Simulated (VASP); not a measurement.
A run of VASP 6.6.1:

The input INCAR:

```
SYSTEM = Cd3SeS2
PREC     = Accurate       ! precision mode
ENCUT    = 520            ! plane-wave cutoff, eV
EDIFF    = 1E-6           ! SCF threshold, eV
ISMEAR   = 0              ! smearing method
SIGMA    = 0.02           ! smearing width, eV
LREAL    = .False.        ! projectors in reciprocal space
LASPH    = .True.         ! aspherical terms in the spheres
NELM     = 60             ! most SCF steps
ALGO     = Normal         ! electronic algorithm
ISIF     = 2              ! what is computed and relaxed
LWAVE    = .False.        ! write WAVECAR
LCHARG   = .False.        ! write CHGCAR
GGA      = PE             ! functional
NBANDS   = 36             ! bands
```

File KPOINTS:

```
regular mesh
0
Gamma
  6 6 4
  0 0 0
```

The input POSCAR:

```
Cd3SeS2
1.0
    4.3362358891      0.0000000295      0.0000000000
   -2.1681179701      3.7552904220      0.0000000000
    0.0000000000      0.0000000000     10.6303707753
Cd Se S
3 1 2
Direct
    0.0000000000      0.0000000000      0.9913036603
    0.3333333333      0.6666666667      0.6666998733
    0.6666666667      0.3333333333      0.3424310537
    0.0000000000      0.0000000000      0.2485313662
    0.3333333333      0.6666666667      0.9128668595
    0.6666666667      0.3333333333      0.5881661870
```

Potentials or basis: VASP PAW PBE potentials, release 64 (Cd, Se, S).

Command:

```console
$ cat potpaw_PBE.64/Cd/POTCAR potpaw_PBE.64/Se/POTCAR potpaw_PBE.64/S/POTCAR > POTCAR
$ mpirun -np 1 vasp_std > vasp.out
```

Hardware: 1 thread of AMD EPYC 9R45 96-Core Processor (Zen 5), on a shared host.

Task: How long does it take, and how much memory?

Result: It took 81 s on 1 thread of AMD EPYC 9R45 96-Core Processor (Zen 5), with other jobs on the host, peak memory 0.31 GiB. Counts: scf iterations 15, k points 24.
